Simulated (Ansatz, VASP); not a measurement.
**Two plane-wave programs on Sn**

File INCAR:

```
PREC = Accurate
ENCUT = 520
EDIFF = 1E-6
ISMEAR = 0
SIGMA = 0.15
LREAL = False
LASPH = True
NELM = 60
ALGO = Fast
ISIF = 2
LWAVE = False
LCHARG = False
GGA = PS
IVDW = 12
NBANDS = 13
```

File KPOINTS:

```
regular mesh
0
Gamma
  24 24 24
```

POSCAR

```
Sn
1.0
   -1.8221530004      1.7045015246      1.9868244599
    1.8221530004     -1.7045015246      1.9868244599
    1.8221530004      1.7045015246     -1.9868244599
Sn
1
Direct
    0.0000000000      0.0000000000      0.0000000000
```

Input for Ansatz:

```yaml
crystal:
  lattice:
    - [-1.8221530004, 1.7045015246, 1.9868244599]
    - [1.8221530004, -1.7045015246, 1.9868244599]
    - [1.8221530004, 1.7045015246, -1.9868244599]
  atoms:
    - { symbol: Sn, position: [0.0, 0.0, 0.0] }
basis:
  ecutwfc: 420
kpoints:
  mp_grid: { grid: [24, 24, 24] }
hamiltonian:
  xc: pbesol
  dispersion: d3bj
scf:
  occupations: { method: gaussian, width: 0.15 }
output:
  forces: true
  stress: true
  eigenvalues: true
```

Change from the starting cell: strain -0.0150 x Voigt [0, 1, 0, 0, 0, 0], atoms carried along.

Alike in both runs: task single point; functional PBEsol; dispersion D3(BJ); k mesh 24 × 24 × 24; occupations gaussian, width 0.15 eV; no spin polarisation.

|  | VASP | Ansatz |
| --- | --- | --- |
| version | VASP 6.6.1 | Ansatz 0.2.0 |
| potentials or method | VASP PAW PBE potentials, release 64 (Sn_d), cutoff 520 eV | scalar-relativistic, plane waves, PAW |
| valence electrons in the cell | 14 | 14 |

|  | VASP | Ansatz | Ansatz less VASP |
| --- | --- | --- | --- |
| gap on the k mesh at the Fermi level (eV) | none | none | - |
| pressure (GPa) | 1.1 | 1.1 | +0.02 |
| traceless stress, the component that is largest in VASP (GPa) | -0.46 | -0.46 | -0.002 |

VASP's potentials were made for PBE, not for PBEsol. A gap of «none» marks a metal or a gap that the smearing closes.
